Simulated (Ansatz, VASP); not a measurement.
## KBr: VASP beside Ansatz

```
CELL_PARAMETERS angstrom
3.90169 -0.02022 0.00716
-0.02022 3.88734 -0.01864
0.00716 -0.01864 3.88580
ATOMIC_POSITIONS crystal
K 0.98550 0.99734 0.99836
Br 0.51450 0.50266 0.50164
```

Change from the starting cell: all atoms moved at random, cell strained at random.

Alike in both runs: task single point; functional PBE; k mesh 6 × 6 × 6; occupations gaussian, width 0.02 eV; no spin polarisation.

|  | VASP | Ansatz |
| --- | --- | --- |
| version | VASP 6.6.1 | Ansatz 0.2.0 |
| potentials or method | VASP PAW PBE potentials, release 64 (K_sv, Br), cutoff 520 eV | scalar-relativistic, plane waves, PAW |
| valence electrons in the cell | 16 | 16 |

Ansatz gave:

| Item | Value |
| --- | --- |
| gap on the k mesh at the Fermi level (eV) | 4.25 |
| least direct gap on the mesh (eV) | 4.54 |
| pressure (GPa) | 2.4 |
| traceless stress, the component that is largest in VASP (GPa) | -0.14 |
| rms of the force components (eV/Å) | 0.076 |

Problem. What did VASP give for the same quantities?

Solution. gap on the k mesh at the Fermi level (eV): 4.25; least direct gap on the mesh (eV): 4.53; pressure (GPa): 2.5; traceless stress, the component that is largest in VASP (GPa): -0.14; rms of the force components (eV/Å): 0.077.

Atom by atom the forces differ by 0.001 eV/Å (rms over components). The functional is the same, so the differences come from potentials, cutoffs and numerics.
